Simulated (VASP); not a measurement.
W: electric field gradients with PBE

W:

```
W
1.0
     0.00000    2.01638    2.01638
     2.01638    0.00000    2.01638
     2.01638    2.01638    0.00000
W
1
Direct
  0.00000 0.00000 0.00000
```

This cell differs from its parent crystal: volume scaled by 0.98.

```
Program                : VASP 6.6.1
Task                   : electric field gradients
Functional             : PBE
Potentials or basis    : VASP PAW PBE potentials, release 64 (W_sv)
Cutoff                 : 520 eV
k mesh                 : 14 × 14 × 14
Occupations            : fermi-dirac, width 0.05 eV
Spin                   : no spin polarisation
Dipole correction      : no
Further INCAR settings : ALGO = Normal; EDIFF = 1e-08; NBANDS = 13
```

- Pressure: 1.4 GPa
- Band gap on the k mesh: zero (band 7 reaches 13.55 eV, above the bottom of band 8 at 9.94 eV)

Levels at points of the mesh, in eV from the Fermi level:
```csv
k point,band 5,band 6,band 7,band 8,band 9,band 10
"(0.00, 0.00, 0.00)",-8.98,-0.54,-0.54,-0.54,2.59,2.59
"(0.50, 0.00, 0.00)",-5.59,-0.76,-0.76,0.65,5.07,5.07
"(0.50, 0.50, 0.00)",-5.47,-4.51,3.07,5.03,5.80,5.80
```

Wall time 36 s on 1 thread of Intel Xeon 8259CL (shared host), peak memory 0.15 GiB.

Caveat: without QUAD_EFG the Cq values of the log hold for a quadrupole moment of 1 mb, not for the nuclei; spin-orbit coupling is left out, which moves the levels of the heavy elements.
